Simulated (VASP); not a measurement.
# MgPtS3 (P-6m2) in VASP: single point with PBE

Aim: the single point of MgPtS3 with PBE.

Program: VASP 6.6.1. These are calculated values, not measurements. Logs are shortened: lines on timing, memory, paths and dates and some standing lists are left out, and cuts for length are marked.

## 1. The cell of the first run

The structure is hexagonal, space group P-6m2 (No. 187). The conventional cell has a = 3.924 Å, b = 3.924 Å, c = 8.142 Å, α = 90.00°, β = 90.00°, γ = 120.00°. Within 3.0 Å of Mg (site symmetry -6m2) lie 5 S at 2.27 to 2.93 Å. Within 3.3 Å of Pt (site symmetry -6m2) lie 6 S at 2.54 Å. S (site symmetry 3m) has 1 S at 2.28 Å and 3 Pt at 2.54 Å and 1 Mg at 2.93 Å within 3.0 Å. Within 3.0 Å of S (site symmetry -6m2) lie 3 Mg at 2.27 Å.

## 2. Single point, PBE

File INCAR:

```
  ALGO = Normal
  EDIFF = 1E-6
  ENCUT = 600
  GGA = PE
  GGA_COMPAT = False
  ISIF = 2
  ISMEAR = 0
  LASPH = True
  LCHARG = False
  LREAL = False
  LWAVE = False
  NBANDS = 23
  NELM = 120
  PREC = Accurate
  SIGMA = 0.15
```

File KPOINTS:

```
k-points
0
Gamma
  3 3 2
```

File POSCAR:

```
MgPtS3
1.0
    3.9241541086      0.0000000026      0.0000000000
   -1.9620770566      3.3984171451      0.0000000000
    0.0000000000      0.0000000000      8.1421930749
Mg Pt S
1 1 3
Direct
    0.0000000000      0.0000000000      0.0000000000
    0.3333333333      0.6666666667      0.5000000000
    0.0000000000      0.0000000000      0.3601991159
    0.0000000000      0.0000000000      0.6398008841
    0.6666666667      0.3333333333      0.0000000000
```

Potentials or basis: VASP PAW PBE potentials, release 64 (Mg, Pt, S).

Run with:

```
> cat potpaw_PBE.64/Mg/POTCAR potpaw_PBE.64/Pt/POTCAR potpaw_PBE.64/S/POTCAR > POTCAR
> mpirun -np 1 vasp_std > vasp.out
```

OUTCAR:

```text
EDIFF = 1E-6
   ENCUT = 600
   GGA = PE
   ISIF = 2
   ISMEAR = 0
   LASPH = True
   LREAL = False
   NELM = 120
   PREC = Accurate

 ion  position               nearest neighbor table
   1  0.000  0.000  0.000-   5 2.27   5 2.27   5 2.27   3 2.93   4 2.93
   2  0.333  0.667  0.500-   3 2.54   4 2.54   3 2.54   4 2.54   3 2.54   4 2.54
   3  0.000  0.000  0.360-   4 2.28   2 2.54   2 2.54   2 2.54   1 2.93
   4  0.000  0.000  0.640-   3 2.28   2 2.54   2 2.54   2 2.54   1 2.93
   5  0.667  0.333  0.000-   1 2.27   1 2.27   1 2.27

  LATTYP: Found a hexagonal cell.
 ALAT       =     3.9241541086
 C/A-ratio  =     2.0748912631

  Lattice vectors:

 A1 = (   3.9241541086,   0.0000000026,   0.0000000000)
 A2 = (  -1.9620770566,   3.3984171451,   0.0000000000)
 A3 = (   0.0000000000,   0.0000000000,   8.1421930749)

Analysis of symmetry for initial positions (statically):
=====================================================================
 Subroutine PRICEL returns:
 Original cell was already a primitive cell.

 Routine SETGRP: Setting up the symmetry group for a
 hexagonal supercell.

 Subroutine GETGRP returns: Found 12 space group operations
 (whereof 12 operations were pure point group operations)
 out of a pool of 24 trial point group operations.

The static configuration has the point symmetry D_3h.

Analysis of symmetry for dynamics (positions and initial velocities):
=====================================================================
 Subroutine PRICEL returns:
 Original cell was already a primitive cell.

 Routine SETGRP: Setting up the symmetry group for a
 hexagonal supercell.

 Subroutine GETGRP returns: Found 12 space group operations
 (whereof 12 operations were pure point group operations)
 out of a pool of 24 trial point group operations.

The dynamic configuration has the point symmetry D_3h.

 Subroutine INISYM returns: Found 12 space group operations
 (whereof 12 operations are pure point group operations),
 and found     1 'primitive' translations

----------------------------------------------------------------------------------------

                                     Primitive cell

  volume of cell :     108.5836

  direct lattice vectors                    reciprocal lattice vectors
     3.924154109  0.000000003  0.000000000     0.254831990  0.147127318  0.000000000
    -1.962077057  3.398417145  0.000000000    -0.000000000  0.294254636  0.000000000
     0.000000000  0.000000000  8.142193075     0.000000000  0.000000000  0.122817034

  length of vectors
     3.924154109  3.924154109  8.142193075     0.294254636  0.294254636  0.122817034

  position of ions in fractional coordinates (direct lattice)
     0.000000000  0.000000000  0.000000000
     0.333333333  0.666666667  0.500000000
     0.000000000  0.000000000  0.360199116
     0.000000000  0.000000000  0.639800884
     0.666666667  0.333333333  0.000000000

  ion indices of the primitive-cell ions
   primitive index   ion index
                 1           1
                 2           2
                 3           3
                 4           4
                 5           5

----------------------------------------------------------------------------------------

 KPOINTS: k-points

Automatic generation of k-mesh.
 Grid dimensions read from file:
 generate k-points for:    3    3    2

 Generating k-lattice:

  Cartesian coordinates                     Fractional coordinates (reciprocal lattice)
     0.084943997  0.049042439  0.000000000     0.333333333  0.000000000  0.000000000
    -0.000000000  0.098084879  0.000000000     0.000000000  0.333333333  0.000000000
     0.000000000  0.000000000  0.061408517     0.000000000  0.000000000  0.500000000

  Length of vectors
     0.098084879  0.098084879  0.061408517

  Shift w.r.t. Gamma in fractional coordinates (k-lattice)
     0.000000000  0.000000000  0.000000000

 Subroutine IBZKPT returns following result:
 ===========================================

 Found      6 irreducible k-points:

 Following reciprocal coordinates:
            Coordinates               Weight
  0.000000  0.000000  0.000000      1.000000
  0.333333  0.000000  0.000000      6.000000
  0.333333  0.333333  0.000000      2.000000
  0.000000  0.000000  0.500000      1.000000
  0.333333  0.000000  0.500000      6.000000
  0.333333  0.333333  0.500000      2.000000
   k-points           NKPTS =      6   k-points in BZ     NKDIM =      6   number of bands    NBANDS=     23
   number of dos      NEDOS =    301   number of ions     NIONS =      5
   total plane-waves  NPLWV =  71680
   dimension x,y,z NGX =    32 NGY =   32 NGZ =   70
   dimension x,y,z NGXF=    64 NGYF=   64 NGZF=  140
   ions per type =               1   1   3
   NGX,Y,Z   is equivalent  to a cutoff of  13.56, 13.56, 14.29 a.u.
   NGXF,Y,Z  is equivalent  to a cutoff of  27.11, 27.11, 28.58 a.u.
 SYSTEM =  unknown system
   PREC   = accura    normal or accurate (medium, high low for compatibility)
   ISTART =      0    job   : 0-new  1-cont  2-samecut
   ICHARG =      2    charge: 1-file 2-atom 10-const
   ISPIN  =      1    spin polarized calculation?
   LNONCOLLINEAR =      F non collinear calculations
   LSORBIT =      F    spin-orbit coupling
   LASPH  =      T    aspherical Exc in radial PAW
   ENCUT  =  600.0 eV  44.10 Ry    6.64 a.u.   7.84  7.84 16.26*2*pi/ulx,y,z
   NELM   =    120;   NELMIN=  2; NELMDL= -5     # of ELM steps
   EDIFF  = 0.1E-05   stopping-criterion for ELM
   LREAL  =      F    real-space projection
   EDIFFG = 0.1E-04   stopping-criterion for IOM
   NSW    =      0    number of steps for IOM
   IBRION =     -1    ionic relax: 0-MD 1-quasi-New 2-CG
   NFREE  =      0    steps in history (QN), initial steepest desc. (CG)
   ISIF   =      2    stress and relaxation
   ISYM   =      2    0-nonsym 1-usesym 2-fastsym
   POTIM  = 0.5000    time-step for ionic-motion
   TEBEG  =    0.0;   TEEND  =   0.0 temperature during run
   PSTRESS=    0.0 pullay stress
   NELECT =      30.0000    total number of electrons
   NUPDOWN=      -1.0000    fix difference up-down
   EMIN   =  10.00;   EMAX   =-10.00  energy-range for DOS
   EFERMI =   0.00;   METHOD = LEGACY
   ISMEAR =     0;   SIGMA  =   0.15  broadening in eV -4-tet -1-fermi 0-gaus
   EFERMI_NEDOS =   21; number of points for ismear=-14 and -15
   IALGO  =     38    algorithm
   IMIX   =      4    mixing-type and parameters
     AMIX     =   0.40;   BMIX     =  1.00
     AMIX_MAG =   1.60;   BMIX_MAG =  1.00
  volume/ion in A,a.u.               =      21.72       146.55
  Fermi-wavevector in a.u.,A,eV,Ry     =   1.066254  2.014927 15.468421  1.136897
  Thomas-Fermi vector in A             =   2.201832
   LORBIT       =      0    0 simple, 1 ext, 2 COOP (PROOUT), +10 PAW based schemes
   GGA     = PE    functional components
   LHFCALC =     F    Hartree Fock is set to
   AEXX    =    0.0000 exact exchange contribution
   IVDW    =     0    specifies the selected vdW correction
   LEPSILON=     F    determine dielectric tensor
   LRPA    =     F    only Hartree local field effects (RPA)
 non-spin polarized calculation
 Gauss-broadening in eV      SIGMA  =   0.15
  energy-cutoff  :      600.00
  volume of cell :      108.58
 maximum number of plane-waves:      3648
 NGX is ok and might be reduce to    32
   NGX = 15   NGY = 15   NGZ = 33

 number of electron      29.9999998 magnetization

 Free energy of the ion-electron system (eV)
  ---------------------------------------------------
  ext. energy  EPLUGINS =         0.00000000
  ---------------------------------------------------
  free energy    TOTEN  =       -21.12011183 eV

  energy without entropy =      -21.09980380  energy(sigma->0) =      -21.10995781

 E-fermi :   4.2484     XC(G=0):  -9.2635

 val. band max:        4.0816378282   @ k =   0.0000   0.0000   0.5000
 cond. band min:       4.3031866386   @ k =   0.0000   0.0000   0.5000
 fundamental gap:      0.2215488104
 Fermi energy:         4.2483537473

 k-point     1 :       0.0000    0.0000    0.0000
  band No.  band energies     occupation
      1     -11.7175      2.00000
      2      -8.2514      2.00000
      3      -8.2450      2.00000
      4      -2.1000      2.00000
      5      -1.8045      2.00000
      6      -1.8045      2.00000
      7      -0.0242      2.00000
      8      -0.0242      2.00000
      9       1.4441      2.00000
     10       2.1591      2.00000
     11       2.3592      2.00000
     12       2.3592      2.00000
     13       4.0412      1.94921
     14       4.0412      1.94921
     15       4.3099      0.56171
     16       4.3099      0.56171
     17       4.7502      0.00000
     18       5.1109      0.00000
     19       7.8823      0.00000
     20       9.8875      0.00000
     21      10.6735      0.00000
     22      10.6921      0.00000
     23      10.7147      0.00000

 k-point     2 :       0.3333    0.0000    0.0000
  band No.  band energies     occupation
      1     -11.3243      2.00000
      2      -8.1438      2.00000
      3      -7.8356      2.00000
      4      -2.4924      2.00000
      5      -1.8060      2.00000
      6      -1.1195      2.00000
      7      -0.4978      2.00000
      8      -0.1696      2.00000
      9       0.6001      2.00000
     10       1.3389      2.00000
     11       1.9352      2.00000
     12       1.9632      2.00000
     13       2.3032      2.00000
     14       2.8439      2.00000
     15       3.0002      2.00000
     16       4.7867      0.00000
     17       5.1851      0.00000
     18       7.1639      0.00000
     19       8.4259      0.00000
     20      10.0756      0.00000
     21      10.1198      0.00000
     22      11.2055      0.00000
     23      11.9863      0.00000

 k-point     3 :       0.3333    0.3333    0.0000
  band No.  band energies     occupation
      1     -11.1142      2.00000
      2      -8.0861      2.00000
      3      -7.5980      2.00000
      4      -2.3329      2.00000
      5      -1.7181      2.00000
      6      -1.2454      2.00000
      7      -1.0551      2.00000
      8       0.6256      2.00000
      9       0.7110      2.00000
     10       0.7546      2.00000
     11       1.1484      2.00000
     12       1.2844      2.00000
     13       1.3823      2.00000
     14       2.4765      2.00000
     15       2.5650      2.00000
     16       4.9344      0.00000
     17       5.3380      0.00000
     18       8.7551      0.00000
     19       9.8631      0.00000
     20       9.9126      0.00000
     21      10.3762      0.00000
     22      10.8795      0.00000
     23      11.4284      0.00000

 k-point     4 :       0.0000    0.0000    0.5000
  band No.  band energies     occupation
      1     -11.7106      2.00000
      2      -8.6132      2.00000
      3      -7.8354      2.00000
      4      -2.3596      2.00000
      5      -1.8036      2.00000
      6      -1.8036      2.00000
      7      -0.0254      2.00000
      8      -0.0254      2.00000
      9       1.8411      2.00000
     10       2.3431      2.00000
     11       2.3431      2.00000
     12       2.7098      2.00000
     13       3.8573      1.99977
     14       4.0816      1.88401
     15       4.0816      1.88401
     16       4.3032      0.60518
     17       4.3032      0.60518
     18       4.8460      0.00000
     19       8.6053      0.00000
     20       9.5101      0.00000
     21      10.5363      0.00000
     22      10.5363      0.00000
     23      10.7920      0.00000

 k-point     5 :       0.3333    0.0000    0.5000
  band No.  band energies     occupation
      1     -11.3206      2.00000
      2      -8.2661      2.00000
      3      -7.7018      2.00000
      4      -2.5357      2.00000
      5      -1.7340      2.00000
      6      -1.1153      2.00000
      7      -0.5055      2.00000
      8      -0.2465      2.00000
      9       0.4733      2.00000
     10       1.2872      2.00000
     11       1.9699      2.00000
     12       2.1475      2.00000
     13       2.6610      2.00000
     14       2.7312      2.00000
     15       2.7800      2.00000
     16       4.8524      0.00000
     17       5.0685      0.00000
     18       7.2509      0.00000
     19       8.8093      0.00000
     20       9.4874      0.00000
     21      10.2464      0.00000
     22      11.1395      0.00000
     23      11.4361      0.00000

 k-point     6 :       0.3333    0.3333    0.5000
  band No.  band energies     occupation
      1     -11.1126      2.00000
      2      -8.0958      2.00000
      3      -7.5979      2.00000
      4      -2.3175      2.00000
      5      -1.4747      2.00000
      6      -1.1972      2.00000
      7      -1.1184      2.00000
      8       0.1315      2.00000
      9       0.3807      2.00000
     10       0.7031      2.00000
     11       1.1852      2.00000
     12       1.5427      2.00000
     13       1.6230      2.00000
     14       2.4344      2.00000
     15       2.7277      2.00000
     16       5.0072      0.00000
     17       5.4918      0.00000
     18       8.4683      0.00000
     19       9.6742      0.00000
     20       9.7013      0.00000
     21      10.4124      0.00000
     22      10.6354      0.00000
     23      12.0886      0.00000

------------------------ aborting loop because EDIFF is reached ----------------------------------------

  FORCE on cell =-STRESS in cart. coord.  units (eV):
  Direction    XX          YY          ZZ          XY          YZ          ZX
  --------------------------------------------------------------------------------------
  -------------------------------------------------------------------------------------
  Total       -0.1500719     -0.1500719      0.1901620      0.0000000     -0.0000000      0.0000000
  in kB       -2.2143479     -2.2143479      2.8058865      0.0000000     -0.0000000      0.0000000
  external PRESSURE =      -0.5409364 kB  Pullay stress =       0.0000000 kB

 VOLUME and BASIS-vectors are now :
 -----------------------------------------------------------------------------
  energy-cutoff  :      600.00
  volume of cell :      108.58
      direct lattice vectors                 reciprocal lattice vectors
     3.924154109  0.000000003  0.000000000     0.254831990  0.147127318  0.000000000
    -1.962077057  3.398417145  0.000000000    -0.000000000  0.294254636  0.000000000
     0.000000000  0.000000000  8.142193075     0.000000000  0.000000000  0.122817034

 POSITION                                       TOTAL-FORCE (eV/Angst)
 -----------------------------------------------------------------------------------
      0.00000      0.00000      0.00000         0.000000     -0.000000      0.000000
     -0.00000      2.26561      4.07110        -0.000000     -0.000000      0.000000
      0.00000      0.00000      2.93281         0.000000      0.000000      0.140888
      0.00000      0.00000      5.20938        -0.000000      0.000000     -0.140888
      1.96208      1.13281      0.00000        -0.000000     -0.000000      0.000000
 -----------------------------------------------------------------------------------
    total drift:                               -0.000000      0.000000     -0.000000

  FREE ENERGIE OF THE ION-ELECTRON SYSTEM (eV)
  ---------------------------------------------------
  free  energy   TOTEN  =       -21.1201118264 eV

  energy  without entropy=      -21.0998038002  energy(sigma->0) =      -21.10995781
```

Wall time 19 s (1 thread of AMD EPYC 9R45 (Zen 5), shared host); peak memory 0.22 GiB.

Results:

* Free energy: -21.1201 eV
* Pressure: -0.1 GPa
* Largest force: 0.141 eV/Å
* Band gap on the k mesh: zero (band 15 reaches 4.31 eV, above the bottom of band 16 at 4.30 eV)

Forces in eV/Å, atoms in the order of the input:
```
Mg   0.000  0.000  0.000
Pt   0.000  0.000  0.000
S    0.000  0.000  0.141
S    0.000  0.000 -0.141
S    0.000  0.000  0.000
```

Levels at points of the mesh, in eV from the Fermi level:
```tsv
k point	band 13	band 14	band 15	band 16	band 17	band 18
(0.00, 0.00, 0.00)	-0.21	-0.21	0.06	0.06	0.50	0.86
(0.00, 0.00, 0.50)	-0.39	-0.17	-0.17	0.05	0.05	0.60
```

Caveat: the k points lie up to 0.62 Å⁻¹ apart; spin-orbit coupling is left out, which moves the levels of the heavy elements.
